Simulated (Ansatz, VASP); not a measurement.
**Si in VASP and in Ansatz**

Contents of INCAR:

```
ALGO = Normal
EDIFF = 1E-6
ENCUT = 520
GGA = PE
ISIF = 2
ISMEAR = -1
LASPH = T
LCHARG = F
LREAL = F
LWAVE = F
NBANDS = 11
NELM = 80
PREC = Accurate
SIGMA = 0.05
```

Contents of KPOINTS:

```
k-points
0
Gamma
  10 10 10
```

The input POSCAR:

```
Si
1.0
    0.0000000000      2.7135600000      2.7135600000
    2.7135600000      0.0000000000      2.7135600000
    2.7135600000      2.7135600000      0.0000000000
Si
2
Direct
    0.7350000000      0.7350000000      0.7350000000
    0.5150000000      0.5150000000      0.5150000000
```

Input for Ansatz:

```yaml
crystal:
  lattice:
    - [0.0, 2.71356, 2.71356]
    - [2.71356, 0.0, 2.71356]
    - [2.71356, 2.71356, 0.0]
  atoms:
    - { symbol: Si, position: [0.735, 0.735, 0.735] }
    - { symbol: Si, position: [0.515, 0.515, 0.515] }
kpoints:
  mp_grid: { grid: [10, 10, 10] }
scf:
  occupations: { method: fermi_dirac, width: 0.05 }
hamiltonian:
  xc: pbe
  pseudopotentials: { kind: all_electron, lapw: { basis_error: 0.001 } }
output:
  forces: true
  stress: true
  eigenvalues: true
  populations: true
```

Change from the starting cell: shortest bond scaled by 0.88, LAPW.

Alike in both runs: task single point; functional PBE; k mesh 10 × 10 × 10; occupations fermi-dirac, width 0.05 eV; no spin polarisation.

|  | VASP | Ansatz |
| --- | --- | --- |
| version | VASP 6.6.1 | Ansatz 0.2.0 |
| potentials or method | VASP PAW PBE potentials, release 64 (Si), cutoff 520 eV | all-electron LAPW, scalar-relativistic |

Ansatz gave:

- pressure (GPa): 6.2
- traceless stress, the component that is largest in VASP (GPa): 10.08
- rms of the force components (eV/Å): 3.204

**Question.** Estimate VASP's values.

**Answer.** Pressure (GPa): 6.2; traceless stress, the component that is largest in VASP (GPa): 10.03; rms of the force components (eV/Å): 3.192.

Atom by atom the forces differ by 0.012 eV/Å (rms over components). Ansatz ran all-electron here, and VASP with PAW potentials.
